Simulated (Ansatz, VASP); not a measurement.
## One calculation of SiB5C, two programs

```
Si B C
1.0
     4.72280    0.00000    0.00000
     0.00000    4.72280    0.00000
     0.00000    0.00000    3.57543
Si B C
1 5 1
Direct
  0.50000 0.50000 0.50000
  0.33389 0.00000 0.00000
  0.66611 0.00000 0.00000
  0.00000 0.33389 0.00000
  0.00000 0.66611 0.00000
  0.00000 0.00000 0.00000
  0.50000 0.50000 0.00000
```

Alike in both runs: functional PBE; k mesh 4 × 4 × 4; occupations gaussian, width 0.2 eV; no spin polarisation.

Ansatz relaxed the structure, and its values are those at the end. VASP's run is a single point on that final structure, the one shown.

|  | VASP | Ansatz |
| --- | --- | --- |
| version | VASP 6.6.1 | Ansatz 0.2.0 |
| potentials or method | VASP PAW PBE potentials, release 64 (Si, B, C), cutoff 600 eV | scalar-relativistic, plane waves, PAW |
| valence electrons in the cell | 23 | 23 |

Ansatz gave:

| Property | Result |
| --- | --- |
| gap on the k mesh at the Fermi level (eV) | none |
| pressure (GPa) | -0.4 |
| rms of the force components (eV/Å) | 0.028 |

Problem. Which values does VASP return?

Solution. gap on the k mesh at the Fermi level (eV): none; pressure (GPa): -0.4; rms of the force components (eV/Å): 0.030.

A gap of «none» marks a metal or a gap that the smearing closes.

The k mesh is coarse, so the values compare programs but aren't converged.
